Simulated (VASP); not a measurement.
The system is Hf2Pd2Se2Br2O3.

```xyz
11
Lattice="7.5867 -1.7097 -1.1758 7.5867 1.7097 -1.1758 -2.0245 0.0000 13.0516" Properties=species:S:1:pos:R:3 pbc="T T T"
Hf   14.2165    0.0000   -1.4206
Hf    8.6262    0.0000    2.2691
Pd    1.6873    0.0000    6.2302
Pd    3.3945    0.0000    8.9390
Se   12.2827    0.0000    8.8683
Se   10.7952    0.0000    5.8168
Br    8.8069    0.0000   -0.7891
Br    3.1532    0.0000    3.1608
O     8.2058    0.0000    4.0943
O     5.7021    0.0000    0.0464
O     0.0207    0.0000    2.8206
```

Base run:

* Program: VASP 6.6.1
* Functional: PBEsol
* Potentials or basis: VASP PAW PBE potentials, release 64 (Hf_pv, Pd, Se, Br, O)
* Cutoff: 520 eV
* k mesh: 6 × 6 × 2
* Occupations: fermi-dirac, width 0.05 eV
* Spin: no spin polarisation

Its results: band gap on the k mesh 0.63 eV (least direct gap 0.64 eV); pressure -2.8 GPa; largest force 0.478 eV/Å.

**Question.** The run is repeated on the same cell with these changes: functional from PBEsol to RPBE. What comes out?

**Answer.** Band gap on the k mesh 0.67 eV (least direct gap 0.67 eV); pressure 1.2 GPa; largest force 0.208 eV/Å.

RPBE binds less tightly than PBEsol, so the same cell stands under more pressure.

Caveats: the PAW data sets were made with another functional, which shifts forces and pressure a little; spin-orbit coupling is left out, which moves the levels of the heavy elements.

A k mesh can miss the band edges.
